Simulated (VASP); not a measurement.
Here is a VASP 6.6.1 calculation.

The input INCAR:

```
SYSTEM = FeO
PREC = Accurate
ENCUT = 520
EDIFF = 1E-7
ISMEAR = -1
SIGMA = 0.06122561905347299
LREAL = .False.
LASPH = .True.
NELM = 60
ALGO = Normal
ISIF = 2
LWAVE = .False.
LCHARG = .False.
GGA = PE
NBANDS = 14
```

The input KPOINTS:

```
regular mesh
0
Gamma
  46 46 46
  0 0 0
```

The input POSCAR:

```
FeO
1.0
    0.0000000000      2.0325105043      2.0325105043
    2.0325105043      0.0000000000      2.0325105043
    2.0325105043      2.0325105043      0.0000000000
Fe O
1 1
Direct
    0.0000000000      0.0000000000      0.0000000000
    0.5000000000      0.5000000000      0.5000000000
```

Potentials or basis: VASP PAW PBE potentials, release 64 (Fe, O).

Launch:

```bash
$ cat potpaw_PBE.64/Fe/POTCAR potpaw_PBE.64/O/POTCAR > POTCAR
$ mpirun -np 1 vasp_std > vasp.out
```

(1) Predict the pressure.

(2) What does it give for the band gap on the k mesh?

Answers

(1) 6.5 GPa.

(2) zero (band 7 reaches 7.71 eV, above the bottom of band 8 at 6.58 eV).

Caveat: the run has no spin polarisation, though such a crystal can be magnetic; semilocal functionals often make such compounds metallic where correlation or magnetic order opens a gap, which also shifts bond lengths.
